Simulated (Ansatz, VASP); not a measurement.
Given: the input of a run of VASP 6.6.1 on PbS.

Contents of INCAR:

```
SYSTEM = PbS
PREC = Accurate ; ENCUT = 520
EDIFF = 1E-6 ; ISMEAR = -1
SIGMA = 0.05 ; LREAL = .False.
LASPH = .True. ; NELM = 100
ALGO = Normal ; ISIF = 2
LWAVE = .False. ; LCHARG = .False.
GGA = PE ; NBANDS = 28
```

Contents of KPOINTS:

```
Automatic mesh
0
Gamma
  6 6 3
  0 0 0
```

POSCAR

```
PbS
1.0
    3.0036220415     -3.0026487097      0.0000000000
    3.0036220415      3.0026487097      0.0000000000
   -1.1059544170      0.0000000000     11.2418022611
Pb S
2 2
Direct
    0.7736346200      0.7736346200      0.6277889900
    0.2263653800      0.2263653800      0.3722110100
    0.2704879500      0.2704879500      0.6102676200
    0.7295120500      0.7295120500      0.3897323800
```

Potentials or basis: VASP PAW PBE potentials, release 64 (Pb_d, S).

Command:

```bash
$ cat potpaw_PBE.64/Pb_d/POTCAR potpaw_PBE.64/S/POTCAR > POTCAR
$ mpirun -np 1 vasp_std > vasp.out
```

Task: Set up the same calculation for Ansatz 0.2.0. Potentials there: Ansatz PAW.

Result: As run (the cutoff follows the program's own potentials):

Contents of input.yaml:

```yaml
crystal:
  lattice:
    - [3.0036220415, -3.0026487097, 0.0]
    - [3.0036220415, 3.0026487097, 0.0]
    - [-1.105954417, 0.0, 11.2418022611]
  atoms:
    - { symbol: Pb, position: [0.77363462, 0.77363462, 0.62778899] }
    - { symbol: Pb, position: [0.22636538, 0.22636538, 0.37221101] }
    - { symbol: S, position: [0.27048795, 0.27048795, 0.61026762] }
    - { symbol: S, position: [0.72951205, 0.72951205, 0.38973238] }
hamiltonian:
  xc: pbe
  pseudopotentials: { kind: paw }
kpoints:
  mp_grid: { grid: [6, 6, 3] }
scf:
  occupations: { method: fermi_dirac, width: 0.05 }
output:
  forces: true
  stress: true
  eigenvalues: true
```

Potentials or basis: Ansatz PAW.

Run with:

```console
$ ansatz run input.yaml --threads 2 --pin off --max-ram 5120MiB --backend cpu --events-out ev --progress --plain --runs-dir out
```

Both were run:

|  | VASP | Ansatz | Ansatz less VASP |
| --- | --- | --- | --- |
| gap on the k mesh at the Fermi level (eV) | 2.05 | 2.05 | -0.001 |
| least direct gap on the mesh (eV) | 2.11 | 2.11 | 0.000 |
| rms of the force components (eV/Å) | 0.042 | 0.041 | -0.0012 |

Atom by atom the forces differ by 0.003 eV/Å (rms over components).

Neither program's run includes spin-orbit coupling. Noted on Ansatz's run: odd divisions of the mesh miss points on the zone boundary, where band edges often lie, so the gap on the mesh can be too wide.
